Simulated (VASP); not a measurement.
# Si (a cell with a defect) in VASP: single point with LDA

Aim: the single point of Si (a cell with a defect) with LDA.

Everything below comes from runs of VASP 6.6.1. Logs are shortened: lines on timing, memory, paths and dates and some standing lists are left out, and cuts for length are marked.

## (1) The cell of the first run

The cell holds a defect, 63 atoms: a = 10.860 Å, b = 10.860 Å, c = 10.860 Å, α = 90.00°, β = 90.00°, γ = 90.00°.

## (2) Single point, LDA, collinear spin, zero start

Contents of INCAR:

```
SYSTEM = Si
ALGO     = Normal         ! electronic algorithm
EDIFF    = 1E-7           ! SCF threshold, eV
ENCUT    = 520            ! plane-wave cutoff, eV
GGA      = CA             ! functional
ISIF     = 2              ! what is computed and relaxed
ISMEAR   = -1             ! smearing method
ISPIN    = 2              ! spin polarisation
LASPH    = .TRUE.         ! aspherical terms in the spheres
LCHARG   = .FALSE.        ! write CHGCAR
LORBIT   = 11             ! projections on sites
LREAL    = Auto         
LWAVE    = .FALSE.        ! write WAVECAR
MAGMOM   = 0 0 0 0 0 0 0 0 0 0 0 0 0 0 0 0 0 0 0 0 0 0 0 0 0 0 0 0 0 0 0 0 0 0 0 0 0 0 0 0 0 0 0 0 0 0 0 0 0 0 0 0 0 0 0 0 0 0 0 0 0 0 0 ! initial moments
NBANDS   = 167            ! bands
NELECT   = 251.0        
NELM     = 150            ! most SCF steps
PREC     = Accurate       ! precision mode
SIGMA    = 0.05           ! smearing width, eV
```

Contents of KPOINTS:

```
k-points
0
G
  1 1 1
  0 0 0
```

Contents of POSCAR:

```
Si
1.0
   10.8600000000      0.0000000000      0.0000000000
    0.0000000000     10.8600000000      0.0000000000
    0.0000000000      0.0000000000     10.8600000000
Si
63
Direct
    0.5009651013     -0.0008444751      0.0008570902
    0.6251836096      0.1252075506      0.1250990792
    0.7503720074      0.2496645488     -0.0000932781
    0.8747033149      0.3757292818      0.1240066298
    0.7494272560     -0.0008469613      0.2493102210
    0.8755626151      0.1249137201      0.3746836096
   -0.0060575506     -0.0064069061      0.0014285451
    0.1236638122      0.1233058932      0.1240520258
    0.2518188766      0.2514572744      0.0009291897
    0.3814994475      0.3811422652      0.1235776243
    0.5080127072      0.5076584715     -0.0027881215
    0.6883468692      0.6880477901      0.0619140884
    0.8670762431      0.8667184162      0.1274634438
    0.2503236648     -0.0003577348      0.2502814917
    0.3763119705      0.1256945672      0.3739778085
    0.5012744015      0.2520683241      0.2490185083
    0.6267090239      0.3811232044      0.3688210866
    0.7531012891      0.5076084715      0.2423335175
    0.8746991713      0.6259312155      0.3742233886
    0.5000097606     -0.0003568140      0.4999669429
    0.6262377532      0.1233000921      0.6266425414
    0.7493612339      0.2514405157      0.4984879374
    0.8755632597      0.3752394107      0.6250189687
    0.7488556169     -0.0064135359      0.7563621547
    0.8743153775      0.1228220994      0.8759744936
   -0.0005023020      0.5006276243      0.0008605893
    0.1255471455      0.6248406077      0.1251038674
    0.2500035912      0.7500336096     -0.0000850829
    0.3760713628      0.8743654696      0.1240147330
   -0.0000015654      0.2499777164      0.2502686924
    0.1260461326      0.3759690608      0.3739713628
    0.2524206262      0.5009214549      0.2490048803
    0.3815106814      0.6263521179      0.3687712707
    0.5080115101      0.7527408840      0.2422679558
    0.6262729282      0.8743631676      0.3742095764
   -0.0007386740     -0.0010839779      0.5007120626
    0.1251161142      0.1247774401      0.6251674954
    0.2504381215      0.2500965930      0.4998487109
    0.3763076427      0.3759716390      0.6242450276
    0.5012697053      0.5009282689      0.4978709024
    0.6251787293      0.6248421731      0.6247381215
    0.7503639042      0.7500349908      0.5002788214
    0.8743081952      0.8739765193      0.6271158379
    0.2495752302     -0.0010876611      0.7510157459
    0.3755973297      0.1249168508      0.8747189687
    0.5000142726      0.2499844383      0.7502899632
    0.6262783610      0.3757381215      0.8755819521
    0.7494298343      0.5006186924      0.7507754144
    0.8670779926      0.6224849908      0.8831995396
   -0.0004982505      0.7490791897      0.2493322284
    0.1252712707      0.8752080110      0.3747026703
   -0.0000052486      0.4996667587      0.4999644567
    0.1236628913      0.6258883057      0.6266313996
    0.2518222836      0.7489941989      0.4984691529
    0.3755972376      0.8751998158      0.6250210866
   -0.0007343462      0.2492274401      0.7510320442
    0.1252662983      0.3752496317      0.8747409761
    0.2503215470      0.4996652855      0.7503039595
    0.3760728361      0.6259264273      0.8755963168
    0.5009628913      0.7490770718      0.7507964088
    0.6228307551      0.8667043278      0.8832377532
   -0.0060527624      0.7485231123      0.7563344383
    0.1231737569      0.8739745856      0.8759676796
```

Potentials or basis: VASP PAW LDA potentials, release 64 (Si).

Launch:

```console
> cat potpaw_LDA.64/Si/POTCAR > POTCAR
> mpirun -np 1 vasp_gam > vasp.out
```

OUTCAR:

```text
SYSTEM = Si
   EDIFF = 1E-7
   ENCUT = 520
   GGA = CA
   ISIF = 2
   ISMEAR = -1
   ISPIN = 2
   LASPH = .TRUE.
   LORBIT = 11
   LREAL = Auto
   NELECT = 251.0
   NELM = 150
   PREC = Accurate

 ion  position               nearest neighbor table
   1  0.501  0.999  0.001-  61 2.33  29 2.34   2 2.35  45 2.37
   2  0.625  0.125  0.125-   5 2.35   1 2.35  16 2.35   3 2.35
   3  0.750  0.250  1.000-  47 2.35   4 2.35  25 2.35   2 2.35
   4  0.875  0.376  0.124-  18 2.33  26 2.34   3 2.35  30 2.37
   5  0.749  0.999  0.249-  13 2.33  35 2.34   2 2.35   6 2.37
   6  0.876  0.125  0.375-  30 2.34  36 2.36  22 2.36   5 2.37
   7  0.994  0.994  0.001-  25 2.35  63 2.35  13 2.38   8 2.40
   8  0.124  0.123  0.124-  14 2.36  30 2.36   9 2.38   7 2.40
   9  0.252  0.251  0.001-  45 2.36  57 2.36   8 2.38  10 2.40
  10  0.381  0.381  0.124-  32 2.35  16 2.35  11 2.38   9 2.40
  11  0.508  0.508  0.997-  47 2.33  59 2.33  10 2.38  12 2.86
  12  0.688  0.688  0.062-  61 2.83  13 2.84  49 2.84  34 2.86  11 2.86  18 2.86
  13  0.867  0.867  0.127-   5 2.33  50 2.33   7 2.38  12 2.84
  14  0.250  1.000  0.250-  51 2.34  15 2.36   8 2.36  29 2.37
  15  0.376  0.126  0.374-  14 2.36  20 2.36  38 2.36  16 2.36
  16  0.501  0.252  0.249-  10 2.35  17 2.35   2 2.35  15 2.36
  17  0.627  0.381  0.369-  16 2.35  40 2.35  18 2.38  22 2.40
  18  0.753  0.508  0.242-   4 2.33  19 2.33  17 2.38  12 2.86
[... 43 lines left out ...]
  62  0.994  0.749  0.756-  43 2.35  63 2.35  49 2.38  53 2.40
  63  0.123  0.874  0.876-  62 2.35   7 2.35  28 2.35  44 2.36

  LATTYP: Found a simple cubic cell.
 ALAT       =    10.8600000000

  Lattice vectors:

 A1 = (  10.8600000000,   0.0000000000,   0.0000000000)
 A2 = (   0.0000000000,  10.8600000000,   0.0000000000)
 A3 = (   0.0000000000,   0.0000000000,  10.8600000000)

Analysis of symmetry for initial positions (statically):
=====================================================================
 Subroutine PRICEL returns:
 Original cell was already a primitive cell.

 Routine SETGRP: Setting up the symmetry group for a
 simple cubic supercell.

 Subroutine GETGRP returns: Found  1 space group operations
 (whereof  1 operations were pure point group operations)
 out of a pool of 48 trial point group operations.

The static configuration has the point symmetry C_1 .

Analysis of symmetry for dynamics (positions and initial velocities):
=====================================================================
 Subroutine PRICEL returns:
 Original cell was already a primitive cell.

 Routine SETGRP: Setting up the symmetry group for a
 simple cubic supercell.

 Subroutine GETGRP returns: Found  1 space group operations
 (whereof  1 operations were pure point group operations)
 out of a pool of 48 trial point group operations.

The dynamic configuration has the point symmetry C_1 .

Analysis of structural, dynamic, and magnetic symmetry:
=====================================================================
 Subroutine PRICEL returns:
 Original cell was already a primitive cell.

 Routine SETGRP: Setting up the symmetry group for a
 simple cubic supercell.

 Subroutine GETGRP returns: Found  1 space group operations
 (whereof  1 operations were pure point group operations)
 out of a pool of 48 trial point group operations.

The overall configuration has the point symmetry C_1 .

 Subroutine INISYM returns: Found  1 space group operations
 (whereof  1 operations are pure point group operations),
 and found     1 'primitive' translations

----------------------------------------------------------------------------------------

[... 190 lines left out ...]
   EDIFF  = 0.1E-06   stopping-criterion for ELM
   LREAL  =      T    real-space projection
   EDIFFG = 0.1E-05   stopping-criterion for IOM
   NSW    =      0    number of steps for IOM
   IBRION =     -1    ionic relax: 0-MD 1-quasi-New 2-CG
   NFREE  =      0    steps in history (QN), initial steepest desc. (CG)
   ISIF   =      2    stress and relaxation
   ISYM   =      2    0-nonsym 1-usesym 2-fastsym
   POTIM  = 0.5000    time-step for ionic-motion
   TEBEG  =    0.0;   TEEND  =   0.0 temperature during run
   PSTRESS=    0.0 pullay stress
   NELECT =     251.0000    total number of electrons
   NUPDOWN=      -1.0000    fix difference up-down
   EMIN   =  10.00;   EMAX   =-10.00  energy-range for DOS
   EFERMI =   0.00;   METHOD = LEGACY
   ISMEAR =    -1;   SIGMA  =   0.05  broadening in eV -4-tet -1-fermi 0-gaus
   EFERMI_NEDOS =   21; number of points for ismear=-14 and -15
   IALGO  =     38    algorithm
   IMIX   =      4    mixing-type and parameters
     AMIX     =   0.40;   BMIX     =  1.00
     AMIX_MAG =   1.60;   BMIX_MAG =  1.00
  volume/ion in A,a.u.               =      20.33       137.20
  Fermi-wavevector in a.u.,A,eV,Ry     =   0.950903  1.796946 12.302614  0.904217
  Thomas-Fermi vector in A             =   2.079323
   LORBIT       =     11    0 simple, 1 ext, 2 COOP (PROOUT), +10 PAW based schemes
   GGA     = CA    functional components
   LHFCALC =     F    Hartree Fock is set to
   AEXX    =    0.0000 exact exchange contribution
   IVDW    =     0    specifies the selected vdW correction
   LEPSILON=     F    determine dielectric tensor
   LRPA    =     F    only Hartree local field effects (RPA)
 spin polarized calculation
  energy-cutoff  :      520.00
  volume of cell :     1280.82
 maximum number of plane-waves:     17229
 NGX is ok and might be reduce to    84
   NGX = 41   NGY = 41   NGZ = 41

 number of electron     252.0000000 magnetization       0.0000000

 number of electron     250.9999984 magnetization      -0.0000052

 Free energy of the ion-electron system (eV)
  ---------------------------------------------------
  ext. energy  EPLUGINS =         0.00000000
  ---------------------------------------------------
  free energy    TOTEN  =      -370.95158462 eV

  energy without entropy =     -370.79828223  energy(sigma->0) =     -370.87493342

 E-fermi :   6.0591     XC(G=0):  -9.5355

 val. band max:        5.3938214154   @ k =   0.0000   0.0000   0.0000
 cond. band min:       6.1445005691   @ k =   0.0000   0.0000   0.0000
 fundamental gap:      0.7506791536
 Fermi energy:         6.0590986487

 spin component 1

 k-point     1 :       0.0000    0.0000    0.0000
  band No.  band energies     occupation
      1      -6.2323      1.00000
      2      -5.1954      1.00000
      3      -5.1954      1.00000
      4      -5.1802      1.00000
      5      -5.1802      1.00000
      6      -5.1355      1.00000
[... 129 lines left out ...]
    136       6.7149      0.00000
    137       6.7791      0.00000
 Fermi energy:         6.0590986487

 spin component 2

 k-point     1 :       0.0000    0.0000    0.0000
  band No.  band energies     occupation
      1      -6.2323      1.00000
      2      -5.1954      1.00000
      3      -5.1954      1.00000
      4      -5.1802      1.00000
      5      -5.1802      1.00000
      6      -5.1355      1.00000
[... 129 lines left out ...]
    136       6.7149      0.00000
    137       6.7791      0.00000
 [bands above 137 left out]

------------------------ aborting loop because EDIFF is reached ----------------------------------------

  FORCE on cell =-STRESS in cart. coord.  units (eV):
  Direction    XX          YY          ZZ          XY          YZ          ZX
  --------------------------------------------------------------------------------------
  -------------------------------------------------------------------------------------
  Total      -26.1966375    -26.1762232    -26.1809968     -3.6857258      3.6768684      3.6855825
  in kB      -32.7692618    -32.7437255    -32.7496968     -4.6104586      4.5993790      4.6102794
  external PRESSURE =     -32.7542281 kB  Pullay stress =       0.0000000 kB

 VOLUME and BASIS-vectors are now :
 -----------------------------------------------------------------------------
  energy-cutoff  :      520.00
  volume of cell :     1280.82
      direct lattice vectors                 reciprocal lattice vectors
    10.860000000  0.000000000  0.000000000     0.092081031  0.000000000  0.000000000
     0.000000000 10.860000000  0.000000000     0.000000000  0.092081031  0.000000000
     0.000000000  0.000000000 10.860000000     0.000000000  0.000000000  0.092081031

 POSITION                                       TOTAL-FORCE (eV/Angst)
 -----------------------------------------------------------------------------------
      5.44048     10.85083      0.00931        -0.078172      0.073665     -0.034908
      6.78949      1.35975      1.35858         0.010871      0.014741     -0.013831
      8.14904      2.71136     10.85899        -0.008685     -0.018058      0.010522
      9.49928      4.08042      1.34671         0.078536     -0.074465      0.029284
      8.13878     10.85080      2.70751         0.034913      0.073377      0.078633
      9.50861      1.35656      4.06906         0.026207      0.017035      0.012193
[... 55 lines left out ...]
     10.79427      8.12896      8.21379         0.049437      0.124404     -0.048970
      1.33767      9.49136      9.51301         0.018063     -0.009736      0.009939
 -----------------------------------------------------------------------------------
    total drift:                               -0.015900     -0.027363      0.024780

  FREE ENERGIE OF THE ION-ELECTRON SYSTEM (eV)
  ---------------------------------------------------
  free  energy   TOTEN  =      -370.9515846152 eV

  energy  without entropy=     -370.7982822348  energy(sigma->0) =     -370.87493342

 total charge

# of ion       s       p       d       tot
------------------------------------------
    1        0.748   0.960   0.000   1.708
    2        0.745   0.964   0.000   1.709
    3        0.745   0.964   0.000   1.709
    4        0.748   0.960   0.000   1.708
    5        0.748   0.960   0.000   1.708
    6        0.749   0.949   0.000   1.698
[... 55 lines left out ...]
   62        0.750   0.937   0.000   1.687
   63        0.745   0.960   0.000   1.705
--------------------------------------------------
tot         47.348  59.218   0.000 106.566

 magnetization (x)

# of ion       s       p       d       tot
------------------------------------------
    1        0.000   0.000   0.000   0.000
    2        0.000   0.000   0.000   0.000
    3       -0.000   0.000   0.000   0.000
    4        0.000   0.000   0.000   0.000
    5        0.000  -0.000   0.000  -0.000
    6        0.000  -0.000   0.000   0.000
[... 55 lines left out ...]
   62       -0.000   0.000   0.000  -0.000
   63        0.000   0.000   0.000   0.000
--------------------------------------------------
tot         -0.000  -0.000   0.000  -0.000
```

Wall time 6.8 min (1 thread of Intel Xeon 6975P-C (Granite Rapids), shared host); peak memory 0.89 GiB.

Results:

```yaml
Free_energy: -370.9516 eV
Largest_force: 0.403 eV/Å
Net_moment: 0.00 μB per cell
Valence_electrons_inside_the_program's_atomic_spheres: Si 1.71, 1.70, 1.69, 1.68, 1.65, 1.49 (each value once)
```

Forces on the atoms (eV/Å):
```
Si  -0.078  0.074 -0.035
Si   0.011  0.015 -0.014
Si  -0.009 -0.018  0.011
Si   0.079 -0.074  0.029
Si   0.035  0.073  0.079
Si   0.026  0.017  0.012
Si   0.050  0.049 -0.124
Si   0.020  0.021  0.132
Si  -0.026 -0.024 -0.134
Si  -0.051 -0.051  0.126
Si   0.279  0.279  0.000
Si   0.027  0.028 -0.028
Si  -0.284 -0.285  0.003
Si  -0.014  0.012  0.034
Si  -0.032  0.060  0.033
Si   0.009 -0.023 -0.009
Si  -0.126 -0.052  0.052
Si   0.000  0.280 -0.280
Si   0.079 -0.029  0.074
Si  -0.032  0.009  0.015
Si  -0.134  0.021 -0.022
Si   0.134 -0.025  0.025
Si   0.026 -0.012 -0.016
Si   0.124  0.049 -0.049
Si  -0.010  0.019  0.010
Si   0.073 -0.078 -0.035
Si   0.014  0.014 -0.013
Si  -0.015 -0.010  0.005
Si  -0.075  0.078  0.030
Si   0.014 -0.017  0.038
Si   0.059 -0.032  0.033
Si  -0.021  0.010 -0.010
Si  -0.051 -0.125  0.051
Si   0.280  0.000 -0.279
Si  -0.030  0.079  0.074
Si   0.036  0.036  0.061
Si   0.008  0.011 -0.010
Si  -0.005 -0.008  0.007
Si  -0.032 -0.033 -0.060
Si   0.009  0.009  0.023
Si   0.011  0.014 -0.014
Si  -0.008 -0.011  0.018
Si  -0.010 -0.011 -0.019
Si  -0.063  0.036 -0.036
Si  -0.013  0.017 -0.028
Si  -0.031 -0.017 -0.008
Si  -0.030 -0.075 -0.079
Si   0.035 -0.078 -0.072
Si  -0.284 -0.004  0.284
Si   0.073  0.035  0.078
Si   0.013  0.026  0.014
Si   0.014 -0.038  0.015
Si   0.021 -0.132 -0.021
Si  -0.025  0.134  0.024
Si  -0.014  0.029 -0.016
Si   0.036 -0.061 -0.036
Si   0.014 -0.014 -0.026
Si  -0.014 -0.034 -0.012
Si  -0.075 -0.030 -0.079
Si  -0.078  0.035 -0.074
Si  -0.005 -0.285  0.285
Si   0.049  0.124 -0.049
Si   0.018 -0.010  0.010
```

Levels at points of the mesh, in eV from the Fermi level:
Spin up:
```
           k point  band 122  band 123  band 124  band 125  band 126  band 127  band 128  band 129
(0.00, 0.00, 0.00)     -1.23     -0.89     -0.89     -0.67      0.09      0.09      0.09      0.19
```
Spin down:
```
           k point  band 122  band 123  band 124  band 125  band 126  band 127  band 128  band 129
(0.00, 0.00, 0.00)     -1.23     -0.89     -0.89     -0.67      0.09      0.09      0.09      0.19
```

Caveat: the k points lie up to 0.58 Å⁻¹ apart; the cell carries a net charge on a neutralising background, which shifts energy and pressure; the cell is charged against a uniform background, so pressure and absolute levels hang on convention.
